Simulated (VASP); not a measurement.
# Zn (Im-3m) in VASP: single point with PBEsol

Aim: the single point of Zn with PBEsol.

Everything below comes from runs of VASP 6.6.1. Logs are shortened: lines on timing, memory, paths and dates and some standing lists are left out, and cuts for length are marked.

**1. The cell of the first run**

Symmetry: Im-3m, No. 229, cubic system. Conventional cell: a = 3.048 Å, b = 3.048 Å, c = 3.048 Å, α = 90.00°, β = 90.00°, γ = 90.00°. Within 3.5 Å of Zn (site symmetry m-3m) lie 14 Zn at 2.64 to 3.05 Å.

**2. Single point, PBEsol**

Contents of INCAR:

```
SYSTEM = Zn
  ALGO = Normal
  EDIFF = 1E-6
  ENCUT = 520
  GGA = PS
  ISIF = 2
  ISMEAR = -1
  LASPH = .True.
  LCHARG = .False.
  LREAL = .False.
  LWAVE = .False.
  NBANDS = 12
  NELM = 60
  PREC = Accurate
  SIGMA = 0.13605693000000002
```

Contents of KPOINTS:

```
k-points
0
Gamma
  15 15 15
  0 0 0
```

Contents of POSCAR:

```
Zn
1.0
   -1.5239130479      1.5239130479      1.5239130479
    1.5239130479     -1.5239130479      1.5239130479
    1.5239130479      1.5239130479     -1.5239130479
Zn
1
Direct
    0.0000000000      0.0000000000      0.0000000000
```

Potentials or basis: VASP PAW PBE potentials, release 64 (Zn).

Launch:

```
$ cat potpaw_PBE.64/Zn/POTCAR > POTCAR
$ mpirun -np 1 vasp_std > vasp.out
```

OUTCAR:

```text
SYSTEM = Zn
   EDIFF = 1E-6
   ENCUT = 520
   GGA = PS
   ISIF = 2
   ISMEAR = -1
   LASPH = .True.
   LREAL = .False.
   NELM = 60
   PREC = Accurate

 ion  position               nearest neighbor table
   1  0.000  0.000  0.000-

  LATTYP: Found a body centered cubic cell.
 ALAT       =     3.0478260958

  Lattice vectors:

 A1 = (  -1.5239130479,   1.5239130479,   1.5239130479)
 A2 = (   1.5239130479,  -1.5239130479,   1.5239130479)
 A3 = (   1.5239130479,   1.5239130479,  -1.5239130479)

Analysis of symmetry for initial positions (statically):
=====================================================================
 Subroutine PRICEL returns:
 Original cell was already a primitive cell.

 Routine SETGRP: Setting up the symmetry group for a
 body centered cubic supercell.

 Subroutine GETGRP returns: Found 48 space group operations
 (whereof 48 operations were pure point group operations)
 out of a pool of 48 trial point group operations.

The static configuration has the point symmetry O_h .

Analysis of symmetry for dynamics (positions and initial velocities):
=====================================================================
 Subroutine PRICEL returns:
 Original cell was already a primitive cell.

 Routine SETGRP: Setting up the symmetry group for a
 body centered cubic supercell.

 Subroutine GETGRP returns: Found 48 space group operations
 (whereof 48 operations were pure point group operations)
 out of a pool of 48 trial point group operations.

The dynamic configuration has the point symmetry O_h .

 Subroutine INISYM returns: Found 48 space group operations
 (whereof 48 operations are pure point group operations),
 and found     1 'primitive' translations

----------------------------------------------------------------------------------------

                                     Primitive cell

  volume of cell :      14.1560

  direct lattice vectors                    reciprocal lattice vectors
    -1.523913048  1.523913048  1.523913048     0.000000000  0.328102709  0.328102709
     1.523913048 -1.523913048  1.523913048     0.328102709  0.000000000  0.328102709
     1.523913048  1.523913048 -1.523913048     0.328102709  0.328102709  0.000000000

  length of vectors
     2.639494825  2.639494825  2.639494825     0.464007302  0.464007302  0.464007302

  position of ions in fractional coordinates (direct lattice)
     0.000000000  0.000000000  0.000000000

  ion indices of the primitive-cell ions
   primitive index   ion index
                 1           1

----------------------------------------------------------------------------------------

 KPOINTS: k-points

Automatic generation of k-mesh.
 Grid dimensions read from file:
 generate k-points for:   15   15   15

 Generating k-lattice:

  Cartesian coordinates                     Fractional coordinates (reciprocal lattice)
     0.000000000  0.021873514  0.021873514     0.066666667  0.000000000  0.000000000
     0.021873514  0.000000000  0.021873514     0.000000000  0.066666667  0.000000000
     0.021873514  0.021873514  0.000000000     0.000000000  0.000000000  0.066666667

  Length of vectors
     0.030933820  0.030933820  0.030933820

  Shift w.r.t. Gamma in fractional coordinates (k-lattice)
     0.000000000  0.000000000  0.000000000

 Subroutine IBZKPT returns following result:
 ===========================================

 Found    120 irreducible k-points:

 Following reciprocal coordinates:
            Coordinates               Weight
  0.000000  0.000000  0.000000      1.000000
  0.066667  0.000000  0.000000     12.000000
  0.133333  0.000000  0.000000     12.000000
  0.200000  0.000000  0.000000     12.000000
  0.266667  0.000000  0.000000     12.000000
  0.333333  0.000000  0.000000     12.000000
[... 16 lines left out ...]
  0.333333  0.200000 -0.000000     48.000000
  0.400000  0.200000  0.000000     24.000000
 [... further k-points ...]
   k-points           NKPTS =    120   k-points in BZ     NKDIM =    120   number of bands    NBANDS=     12
   number of dos      NEDOS =    301   number of ions     NIONS =      1
   total plane-waves  NPLWV =   8000
   dimension x,y,z NGX =    20 NGY =   20 NGZ =   20
   dimension x,y,z NGXF=    40 NGYF=   40 NGZF=   40
   ions per type =               1
   NGX,Y,Z   is equivalent  to a cutoff of  12.60, 12.60, 12.60 a.u.
   NGXF,Y,Z  is equivalent  to a cutoff of  25.19, 25.19, 25.19 a.u.
 SYSTEM =  Zn
   PREC   = accura    normal or accurate (medium, high low for compatibility)
   ISTART =      0    job   : 0-new  1-cont  2-samecut
   ICHARG =      2    charge: 1-file 2-atom 10-const
   ISPIN  =      1    spin polarized calculation?
   LNONCOLLINEAR =      F non collinear calculations
   LSORBIT =      F    spin-orbit coupling
   LASPH  =      T    aspherical Exc in radial PAW
   ENCUT  =  520.0 eV  38.22 Ry    6.18 a.u.   4.91  4.91  4.91*2*pi/ulx,y,z
   NELM   =     60;   NELMIN=  2; NELMDL= -5     # of ELM steps
   EDIFF  = 0.1E-05   stopping-criterion for ELM
   LREAL  =      F    real-space projection
   EDIFFG = 0.1E-04   stopping-criterion for IOM
   NSW    =      0    number of steps for IOM
   IBRION =     -1    ionic relax: 0-MD 1-quasi-New 2-CG
   NFREE  =      0    steps in history (QN), initial steepest desc. (CG)
   ISIF   =      2    stress and relaxation
   ISYM   =      2    0-nonsym 1-usesym 2-fastsym
   POTIM  = 0.5000    time-step for ionic-motion
   TEBEG  =    0.0;   TEEND  =   0.0 temperature during run
   PSTRESS=    0.0 pullay stress
   NELECT =      12.0000    total number of electrons
   NUPDOWN=      -1.0000    fix difference up-down
   EMIN   =  10.00;   EMAX   =-10.00  energy-range for DOS
   EFERMI =   0.00;   METHOD = LEGACY
   ISMEAR =    -1;   SIGMA  =   0.14  broadening in eV -4-tet -1-fermi 0-gaus
   EFERMI_NEDOS =   21; number of points for ismear=-14 and -15
   IALGO  =     38    algorithm
   IMIX   =      4    mixing-type and parameters
     AMIX     =   0.40;   BMIX     =  1.00
     AMIX_MAG =   1.60;   BMIX_MAG =  1.00
  volume/ion in A,a.u.               =      14.16        95.53
  Fermi-wavevector in a.u.,A,eV,Ry     =   1.549370  2.927884 32.661418  2.400547
  Thomas-Fermi vector in A             =   2.654186
   LORBIT       =      0    0 simple, 1 ext, 2 COOP (PROOUT), +10 PAW based schemes
   GGA     = PS    functional components
   LHFCALC =     F    Hartree Fock is set to
   AEXX    =    0.0000 exact exchange contribution
   IVDW    =     0    specifies the selected vdW correction
   LEPSILON=     F    determine dielectric tensor
   LRPA    =     F    only Hartree local field effects (RPA)
 non-spin polarized calculation
  energy-cutoff  :      520.00
  volume of cell :       14.16
 maximum number of plane-waves:       394
   NGX =  9   NGY =  9   NGZ =  9

 number of electron      11.9999979 magnetization

 Free energy of the ion-electron system (eV)
  ---------------------------------------------------
  ext. energy  EPLUGINS =         0.00000000
  ---------------------------------------------------
  free energy    TOTEN  =        -1.49937337 eV

  energy without entropy =       -1.48089221  energy(sigma->0) =       -1.49013279

 E-fermi :   3.6411     XC(G=0): -12.0962

 val. band max:        3.6104214566   @ k =   0.3333   0.2667   0.0667
 cond. band min:       3.6825655198   @ k =  -0.4667   0.4667   0.1333
 fundamental gap:      0.0721440633
 Fermi energy:         3.6410779964

 k-point     1 :       0.0000    0.0000    0.0000
  band No.  band energies     occupation
      1      -7.5150      2.00000
      2      -4.4174      2.00000
      3      -4.4174      2.00000
      4      -4.4174      2.00000
      5      -3.8319      2.00000
      6      -3.8319      2.00000
      7      23.9897      0.00000
      8      23.9897      0.00000
      9      23.9897      0.00000
     10      25.0671      0.00000
     11      25.0671      0.00000
     12      25.0671      0.00000

 k-point     2 :       0.0667    0.0000    0.0000
  band No.  band energies     occupation
      1      -7.3659      2.00000
      2      -4.4330      2.00000
      3      -4.4143      2.00000
      4      -4.3790      2.00000
      5      -3.8468      2.00000
      6      -3.8309      2.00000
      7      21.6690      0.00000
      8      22.8231      0.00000
      9      23.1592      0.00000
     10      24.1132      0.00000
     11      24.1678      0.00000
     12      24.9275      0.00000

 k-point     3 :       0.1333    0.0000    0.0000
  band No.  band energies     occupation
      1      -6.9284      2.00000
      2      -4.4773      2.00000
      3      -4.4030      2.00000
      4      -4.2689      2.00000
      5      -3.8808      2.00000
      6      -3.8277      2.00000
      7      18.0691      0.00000
      8      21.0271      0.00000
      9      21.5632      0.00000
     10      22.8222      0.00000
     11      23.4111      0.00000
     12      25.3633      0.00000

 k-point     4 :       0.2000    0.0000    0.0000
  band No.  band energies     occupation
      1      -6.2511      2.00000
      2      -4.5422      2.00000
      3      -4.3522      2.00000
      4      -4.1022      2.00000
      5      -3.9093      2.00000
      6      -3.8221      2.00000
      7      14.5783      0.00000
      8      19.3529      0.00000
      9      20.0662      0.00000
     10      21.7242      0.00000
     11      22.7129      0.00000
     12      26.1958      0.00000

 k-point     5 :       0.2667    0.0000    0.0000
  band No.  band energies     occupation
      1      -5.5429      2.00000
      2      -4.6163      2.00000
      3      -4.0627      2.00000
      4      -3.9139      2.00000
      5      -3.9034      2.00000
      6      -3.8141      2.00000
      7      11.2983      0.00000
      8      17.9223      0.00000
      9      18.8149      0.00000
     10      20.8579      0.00000
     11      22.1550      0.00000
     12      27.3586      0.00000
[... 228 lines left out ...]
      1      -4.9485      2.00000
      2      -4.5704      2.00000
      3      -4.3625      2.00000
      4      -3.9412      2.00000
      5      -3.7670      2.00000
      6      -2.5069      2.00000
      7      10.5176      0.00000
      8      10.7662      0.00000
      9      16.7242      0.00000
     10      23.4769      0.00000
     11      24.5483      0.00000
     12      29.2569      0.00000

 k-point    22 :       0.2667    0.2000    0.0000
  band No.  band energies     occupation
      1      -4.9019      2.00000
      2      -4.6224      2.00000
      3      -4.2068      2.00000
      4      -3.9105      2.00000
      5      -3.7339      2.00000
      6      -1.1570      2.00000
      7       7.7569      0.00000
      8       9.8813      0.00000
      9      16.0217      0.00000
     10      23.3189      0.00000
     11      25.4750      0.00000
     12      29.5858      0.00000

 k-point    23 :       0.3333    0.2000   -0.0000
  band No.  band energies     occupation
      1      -4.9231      2.00000
      2      -4.6602      2.00000
      3      -4.1144      2.00000
      4      -3.8748      2.00000
      5      -3.6961      2.00000
      6       0.5458      2.00000
      7       5.1671      0.00003
      8       9.4070      0.00000
      9      15.5883      0.00000
     10      23.0607      0.00000
     11      26.9276      0.00000
     12      29.2732      0.00000

 k-point    24 :       0.4000    0.2000    0.0000
  band No.  band energies     occupation
      1      -4.9363      2.00000
      2      -4.6722      2.00000
      3      -4.0890      2.00000
      4      -3.8615      2.00000
      5      -3.6764      2.00000
      6       2.0636      1.99998
      7       3.3566      1.77998
      8       9.2474      0.00000
      9      15.4420      0.00000
     10      22.9666      0.00000
     11      28.3706      0.00000
     12      28.5612      0.00000

 [... further k-points ...]

------------------------ aborting loop because EDIFF is reached ----------------------------------------

  FORCE on cell =-STRESS in cart. coord.  units (eV):
  Direction    XX          YY          ZZ          XY          YZ          ZX
  --------------------------------------------------------------------------------------
  -------------------------------------------------------------------------------------
  Total        0.1271442      0.1271442      0.1271442      0.0000000      0.0000000     -0.0000000
  in kB       14.3901963     14.3901963     14.3901963      0.0000000      0.0000000     -0.0000000
  external PRESSURE =      14.3901963 kB  Pullay stress =       0.0000000 kB

 VOLUME and BASIS-vectors are now :
 -----------------------------------------------------------------------------
  energy-cutoff  :      520.00
  volume of cell :       14.16
      direct lattice vectors                 reciprocal lattice vectors
    -1.523913048  1.523913048  1.523913048     0.000000000  0.328102709  0.328102709
     1.523913048 -1.523913048  1.523913048     0.328102709  0.000000000  0.328102709
     1.523913048  1.523913048 -1.523913048     0.328102709  0.328102709  0.000000000

 POSITION                                       TOTAL-FORCE (eV/Angst)
 -----------------------------------------------------------------------------------
      0.00000      0.00000      0.00000        -0.000000      0.000000     -0.000000
 -----------------------------------------------------------------------------------
    total drift:                                0.000000     -0.000000     -0.000000

  FREE ENERGIE OF THE ION-ELECTRON SYSTEM (eV)
  ---------------------------------------------------
  free  energy   TOTEN  =        -1.4993733664 eV

  energy  without entropy=       -1.4808922062  energy(sigma->0) =       -1.49013279
```

Run time: 27 s. Hardware: 1 thread of AMD EPYC 7R13, shared host; peak memory 0.1 GiB.

What came out:

* Free energy: -1.4994 eV
* Pressure: 1.4 GPa
* Band gap on the k mesh: zero (band 6 reaches 7.22 eV, above the bottom of band 7 at 2.80 eV)

Caveat: the PAW data sets were made with another functional, which shifts forces and pressure a little.
